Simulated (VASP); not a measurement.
# Sr (Fm-3m) in VASP: further runs

Runs on Sr. Level: PBE. Tasks: single point, relaxation of cell and atoms.

Everything below comes from runs of VASP 6.6.1. Logs are shortened: lines on timing, memory, paths and dates and some standing lists are left out, and cuts for length are marked.

**1. The cell of the first run**

It takes space group Fm-3m (No. 225, cubic). The conventional cell has a = 6.038 Å, b = 6.038 Å, c = 6.038 Å, α = 90.00°, β = 90.00°, γ = 90.00°. Within 5.6 Å of Sr (site symmetry m-3m) lie 12 Sr at 4.27 Å.

**2. Single point, PBE (55.04 Å³/atom)**

The input, INCAR:

```
SYSTEM = Sr
PREC     = Accurate       ! precision mode
ENCUT    = 520            ! plane-wave cutoff, eV
EDIFF    = 1E-7           ! SCF threshold, eV
ISMEAR   = -1             ! smearing method
SIGMA    = 0.08           ! smearing width, eV
LREAL    = .FALSE.        ! projectors in reciprocal space
LASPH    = .TRUE.         ! aspherical terms in the spheres
NELM     = 100            ! most SCF steps
ALGO     = Normal         ! electronic algorithm
ISIF     = 2              ! what is computed and relaxed
LWAVE    = .FALSE.        ! write WAVECAR
LCHARG   = .FALSE.        ! write CHGCAR
GGA      = PE             ! functional
NBANDS   = 11             ! bands
```

The input, KPOINTS:

```
regular mesh
0
G
  12 12 12
  0 0 0
```

The input, POSCAR:

```
Sr
1.0
    0.0000000000      3.0191369257      3.0191369257
    3.0191369257      0.0000000000      3.0191369257
    3.0191369257      3.0191369257      0.0000000000
Sr
1
Direct
    0.0000000000      0.0000000000      0.0000000000
```

Potentials or basis: VASP PAW PBE potentials, release 64 (Sr_sv).

Run with:

```bash
> cat potpaw_PBE.64/Sr_sv/POTCAR > POTCAR
> mpirun -np 1 vasp_std > vasp.out
```

OUTCAR:

```text
SYSTEM = Sr
   PREC = Accurate
   ENCUT = 520
   EDIFF = 1E-7
   ISMEAR = -1
   LREAL = .FALSE.
   LASPH = .TRUE.
   NELM = 100
   ISIF = 2
   GGA = PE

 ion  position               nearest neighbor table
   1  0.000  0.000  0.000-

  LATTYP: Found a face centered cubic cell.
 ALAT       =     6.0382738514

  Lattice vectors:

 A1 = (   0.0000000000,   3.0191369257,   3.0191369257)
 A2 = (   3.0191369257,   0.0000000000,   3.0191369257)
 A3 = (   3.0191369257,   3.0191369257,   0.0000000000)

Analysis of symmetry for initial positions (statically):
=====================================================================
 Subroutine PRICEL returns:
 Original cell was already a primitive cell.

 Routine SETGRP: Setting up the symmetry group for a
 face centered cubic supercell.

 Subroutine GETGRP returns: Found 48 space group operations
 (whereof 48 operations were pure point group operations)
 out of a pool of 48 trial point group operations.

The static configuration has the point symmetry O_h .

Analysis of symmetry for dynamics (positions and initial velocities):
=====================================================================
 Subroutine PRICEL returns:
 Original cell was already a primitive cell.

 Routine SETGRP: Setting up the symmetry group for a
 face centered cubic supercell.

 Subroutine GETGRP returns: Found 48 space group operations
 (whereof 48 operations were pure point group operations)
 out of a pool of 48 trial point group operations.

The dynamic configuration has the point symmetry O_h .

 Subroutine INISYM returns: Found 48 space group operations
 (whereof 48 operations are pure point group operations),
 and found     1 'primitive' translations

----------------------------------------------------------------------------------------

                                     Primitive cell

  volume of cell :      55.0400

  direct lattice vectors                    reciprocal lattice vectors
     0.000000000  3.019136926  3.019136926    -0.165610243  0.165610243  0.165610243
     3.019136926  0.000000000  3.019136926     0.165610243 -0.165610243  0.165610243
     3.019136926  3.019136926  0.000000000     0.165610243  0.165610243 -0.165610243

  length of vectors
     4.269704387  4.269704387  4.269704387     0.286845355  0.286845355  0.286845355

  position of ions in fractional coordinates (direct lattice)
     0.000000000  0.000000000  0.000000000

  ion indices of the primitive-cell ions
   primitive index   ion index
                 1           1

----------------------------------------------------------------------------------------

 KPOINTS: regular mesh

Automatic generation of k-mesh.
 Grid dimensions read from file:
 generate k-points for:   12   12   12

 Generating k-lattice:

  Cartesian coordinates                     Fractional coordinates (reciprocal lattice)
    -0.013800854  0.013800854  0.013800854     0.083333333  0.000000000  0.000000000
     0.013800854 -0.013800854  0.013800854     0.000000000  0.083333333  0.000000000
     0.013800854  0.013800854 -0.013800854     0.000000000  0.000000000  0.083333333

  Length of vectors
     0.023903780  0.023903780  0.023903780

  Shift w.r.t. Gamma in fractional coordinates (k-lattice)
     0.000000000  0.000000000  0.000000000

 Subroutine IBZKPT returns following result:
 ===========================================

 Found     72 irreducible k-points:

 Following reciprocal coordinates:
            Coordinates               Weight
  0.000000  0.000000  0.000000      1.000000
  0.083333  0.000000  0.000000      8.000000
  0.166667  0.000000  0.000000      8.000000
  0.250000  0.000000  0.000000      8.000000
  0.333333  0.000000  0.000000      8.000000
  0.416667  0.000000  0.000000      8.000000
[... 16 lines left out ...]
  0.500000  0.166667  0.000000     24.000000
 -0.416667  0.166667  0.000000     24.000000
 [... further k-points ...]
   k-points           NKPTS =     72   k-points in BZ     NKDIM =     72   number of bands    NBANDS=     11
   number of dos      NEDOS =    301   number of ions     NIONS =      1
   total plane-waves  NPLWV =  32768
   dimension x,y,z NGX =    32 NGY =   32 NGZ =   32
   dimension x,y,z NGXF=    64 NGYF=   64 NGZF=   64
   ions per type =               1
   NGX,Y,Z   is equivalent  to a cutoff of  12.46, 12.46, 12.46 a.u.
   NGXF,Y,Z  is equivalent  to a cutoff of  24.92, 24.92, 24.92 a.u.
 SYSTEM =  Sr
   PREC   = accura    normal or accurate (medium, high low for compatibility)
   ISTART =      0    job   : 0-new  1-cont  2-samecut
   ICHARG =      2    charge: 1-file 2-atom 10-const
   ISPIN  =      1    spin polarized calculation?
   LNONCOLLINEAR =      F non collinear calculations
   LSORBIT =      F    spin-orbit coupling
   LASPH  =      T    aspherical Exc in radial PAW
   ENCUT  =  520.0 eV  38.22 Ry    6.18 a.u.   7.94  7.94  7.94*2*pi/ulx,y,z
   NELM   =    100;   NELMIN=  2; NELMDL= -5     # of ELM steps
   EDIFF  = 0.1E-06   stopping-criterion for ELM
   LREAL  =      F    real-space projection
   EDIFFG = 0.1E-05   stopping-criterion for IOM
   NSW    =      0    number of steps for IOM
   IBRION =     -1    ionic relax: 0-MD 1-quasi-New 2-CG
   NFREE  =      0    steps in history (QN), initial steepest desc. (CG)
   ISIF   =      2    stress and relaxation
   ISYM   =      2    0-nonsym 1-usesym 2-fastsym
   POTIM  = 0.5000    time-step for ionic-motion
   TEBEG  =    0.0;   TEEND  =   0.0 temperature during run
   PSTRESS=    0.0 pullay stress
   NELECT =      10.0000    total number of electrons
   NUPDOWN=      -1.0000    fix difference up-down
   EMIN   =  10.00;   EMAX   =-10.00  energy-range for DOS
   EFERMI =   0.00;   METHOD = LEGACY
   ISMEAR =    -1;   SIGMA  =   0.08  broadening in eV -4-tet -1-fermi 0-gaus
   EFERMI_NEDOS =   21; number of points for ismear=-14 and -15
   IALGO  =     38    algorithm
   IMIX   =      4    mixing-type and parameters
     AMIX     =   0.40;   BMIX     =  1.00
     AMIX_MAG =   1.60;   BMIX_MAG =  1.00
  volume/ion in A,a.u.               =      55.04       371.43
  Fermi-wavevector in a.u.,A,eV,Ry     =   0.927218  1.752189 11.697390  0.859734
  Thomas-Fermi vector in A             =   2.053265
   LORBIT       =      0    0 simple, 1 ext, 2 COOP (PROOUT), +10 PAW based schemes
   GGA     = PE    functional components
   LHFCALC =     F    Hartree Fock is set to
   AEXX    =    0.0000 exact exchange contribution
   IVDW    =     0    specifies the selected vdW correction
   LEPSILON=     F    determine dielectric tensor
   LRPA    =     F    only Hartree local field effects (RPA)
 non-spin polarized calculation
  energy-cutoff  :      520.00
  volume of cell :       55.04
 maximum number of plane-waves:      1524
   NGX = 15   NGY = 15   NGZ = 15

 number of electron      10.0000000 magnetization

 Free energy of the ion-electron system (eV)
  ---------------------------------------------------
  ext. energy  EPLUGINS =         0.00000000
  ---------------------------------------------------
  free energy    TOTEN  =        -1.65113971 eV

  energy without entropy =       -1.62306150  energy(sigma->0) =       -1.63710061

 E-fermi :   1.5692     XC(G=0):  -7.3478

 val. band max:        1.5429434430   @ k =  -0.3333   0.4167   0.1667
 cond. band min:       1.5700263224   @ k =  -0.3333   0.3333   0.1667
 fundamental gap:      0.0270828794
 Fermi energy:         1.5692147889

 k-point     1 :       0.0000    0.0000    0.0000
  band No.  band energies     occupation
      1     -35.0398      2.00000
      2     -16.9278      2.00000
      3     -16.9278      2.00000
      4     -16.9278      2.00000
      5      -2.0632      2.00000
      6       3.9234      0.00000
      7       3.9234      0.00000
      8       3.9234      0.00000
      9       5.3886      0.00000
     10       5.3886      0.00000
     11       8.6818      0.00000

 k-point     2 :       0.0833    0.0000    0.0000
  band No.  band energies     occupation
      1     -35.0388      2.00000
      2     -16.9412      2.00000
      3     -16.9296      2.00000
      4     -16.9296      2.00000
      5      -1.9515      2.00000
      6       3.7487      0.00000
      7       3.9763      0.00000
      8       3.9763      0.00000
      9       5.3177      0.00000
     10       5.3177      0.00000
     11       8.9709      0.00000

 k-point     3 :       0.1667    0.0000    0.0000
  band No.  band energies     occupation
      1     -35.0363      2.00000
      2     -16.9776      2.00000
      3     -16.9345      2.00000
      4     -16.9345      2.00000
      5      -1.6269      2.00000
      6       3.3337      0.00000
      7       4.0793      0.00000
      8       4.0793      0.00000
      9       5.2167      0.00000
     10       5.2167      0.00000
     11       9.1129      0.00000

 k-point     4 :       0.2500    0.0000    0.0000
  band No.  band energies     occupation
      1     -35.0329      2.00000
      2     -17.0266      2.00000
      3     -16.9412      2.00000
      4     -16.9412      2.00000
      5      -1.1224      2.00000
      6       2.8421      0.00000
      7       4.0744      0.00000
      8       4.0744      0.00000
      9       5.3372      0.00000
     10       5.3372      0.00000
     11       8.3648      0.00000
[... 239 lines left out ...]
 k-point    22 :       0.4167    0.1667    0.0000
  band No.  band energies     occupation
      1     -35.0266      2.00000
      2     -17.0821      2.00000
      3     -16.9730      2.00000
      4     -16.9655      2.00000
      5       0.0527      2.00000
      6       2.1668      0.00114
      7       3.3125      0.00000
      8       4.2347      0.00000
      9       5.5910      0.00000
     10       6.3652      0.00000
     11       7.5763      0.00000

 k-point    23 :       0.5000    0.1667    0.0000
  band No.  band energies     occupation
      1     -35.0248      2.00000
      2     -17.1028      2.00000
      3     -16.9833      2.00000
      4     -16.9657      2.00000
      5       0.6644      1.99998
      6       1.7539      0.18075
      7       3.2151      0.00000
      8       4.1271      0.00000
      9       6.0987      0.00000
     10       6.4708      0.00000
     11       6.9833      0.00000

 k-point    24 :      -0.4167    0.1667    0.0000
  band No.  band energies     occupation
      1     -35.0246      2.00000
      2     -17.1044      2.00000
      3     -16.9897      2.00000
      4     -16.9617      2.00000
      5       0.8126      1.99984
      6       1.6688      0.44708
      7       3.1732      0.00000
      8       4.0881      0.00000
      9       6.1272      0.00000
     10       6.3867      0.00000
     11       7.0622      0.00000

 [... further k-points ...]

------------------------ aborting loop because EDIFF is reached ----------------------------------------

  FORCE on cell =-STRESS in cart. coord.  units (eV):
  Direction    XX          YY          ZZ          XY          YZ          ZX
  --------------------------------------------------------------------------------------
  -------------------------------------------------------------------------------------
  Total       -0.0026829     -0.0026829     -0.0026829      0.0000000      0.0000000      0.0000000
  in kB       -0.0780984     -0.0780984     -0.0780984      0.0000000      0.0000000      0.0000000
  external PRESSURE =      -0.0780984 kB  Pullay stress =       0.0000000 kB

 VOLUME and BASIS-vectors are now :
 -----------------------------------------------------------------------------
  energy-cutoff  :      520.00
  volume of cell :       55.04
      direct lattice vectors                 reciprocal lattice vectors
     0.000000000  3.019136926  3.019136926    -0.165610243  0.165610243  0.165610243
     3.019136926  0.000000000  3.019136926     0.165610243 -0.165610243  0.165610243
     3.019136926  3.019136926  0.000000000     0.165610243  0.165610243 -0.165610243

 POSITION                                       TOTAL-FORCE (eV/Angst)
 -----------------------------------------------------------------------------------
      0.00000      0.00000      0.00000         0.000000      0.000000      0.000000
 -----------------------------------------------------------------------------------
    total drift:                                0.000000      0.000000      0.000000

  FREE ENERGIE OF THE ION-ELECTRON SYSTEM (eV)
  ---------------------------------------------------
  free  energy   TOTEN  =        -1.6511397138 eV

  energy  without entropy=       -1.6230614984  energy(sigma->0) =       -1.63710061
```

It took 48 s on 1 thread of Intel Xeon 8259CL, shared host; peak memory 0.2 GiB.

What came out:

```
Free energy            : -1.6511 eV
Pressure               : 0.0 GPa
Band gap on the k mesh : zero (bands 5 and 6 overlap by 0.06 eV)
```

Levels at points of the mesh, in eV from the Fermi level:
```csv
k point,band 2,band 3,band 4,band 5,band 6,band 7,band 8,band 9
"(0.00, 0.00, 0.00)",-18.50,-18.50,-18.50,-3.63,2.35,2.35,2.35,3.82
"(0.50, 0.00, 0.00)",-18.69,-18.52,-18.52,-1.11,0.08,2.20,2.20,4.86
"(0.50, 0.50, 0.00)",-18.68,-18.57,-18.57,-0.63,0.36,1.06,4.87,5.16
```

**3. Relaxation of cell and atoms, PBE**

The input, INCAR:

```
SYSTEM = Sr
PREC     = Accurate       ! precision mode
ENCUT    = 600            ! plane-wave cutoff, eV
EDIFF    = 1E-6           ! SCF threshold, eV
ISMEAR   = -1             ! smearing method
SIGMA    = 0.08           ! smearing width, eV
LREAL    = .FALSE.        ! projectors in reciprocal space
LASPH    = .TRUE.         ! aspherical terms in the spheres
NELM     = 60             ! most SCF steps
ALGO     = Normal         ! electronic algorithm
ISIF     = 3              ! what is computed and relaxed
LWAVE    = .FALSE.        ! write WAVECAR
LCHARG   = .FALSE.        ! write CHGCAR
GGA      = PE             ! functional
IBRION   = 2              ! ionic algorithm
NSW      = 60             ! ionic steps
EDIFFG   = -0.005         ! ionic threshold
```

The input, KPOINTS:

```
Automatic mesh
0
G
  12 12 12
  0 0 0
```

POSCAR is that of step 2.

Potentials or basis: VASP PAW PBE potentials, release 64 (Sr_sv).

Run with:

```bash
> cat potpaw_PBE.64/Sr_sv/POTCAR > POTCAR
> mpirun -np 1 vasp_std > vasp.out
```

Run time: 65 s. Hardware: 1 thread of Intel Xeon 8259CL, shared host; peak memory 0.22 GiB.

The run converged. Its results:

| Item | Value |
| --- | --- |
| Free energy | -1.6511 eV |
| Pressure after relaxing | 0.0 GPa |
| Band gap on the k mesh | zero (bands 5 and 6 overlap by 0.06 eV) |

Final structure:
```cif
data_structure
_symmetry_space_group_name_H-M 'P 1'
_symmetry_Int_Tables_number 1
_cell_length_a 4.2697
_cell_length_b 4.2697
_cell_length_c 4.2697
_cell_angle_alpha 60.000
_cell_angle_beta 60.000
_cell_angle_gamma 60.000
_cell_volume 55.04
loop_
_atom_site_label
_atom_site_type_symbol
_atom_site_fract_x
_atom_site_fract_y
_atom_site_fract_z
_atom_site_occupancy
Sr1 Sr 0.00000 0.00000 0.00000 1
```

Levels at points of the mesh, in eV from the Fermi level:
| k point | band 1 | band 2 | band 3 | band 4 | band 5 | band 6 | band 7 | band 8 | band 9 |
| --- | --- | --- | --- | --- | --- | --- | --- | --- | --- |
| (0.00, 0.00, 0.00) | -36.61 | -18.50 | -18.50 | -18.50 | -3.63 | 2.35 | 2.35 | 2.35 | 3.82 |
| (0.50, 0.00, 0.00) | -36.59 | -18.69 | -18.52 | -18.52 | -1.11 | 0.08 | 2.20 | 2.20 | 4.86 |
| (0.50, 0.50, 0.00) | -36.59 | -18.68 | -18.57 | -18.57 | -0.63 | 0.36 | 1.06 | 4.87 | 5.16 |

Caveat: the relaxation stopped at its first step, so nothing moved.
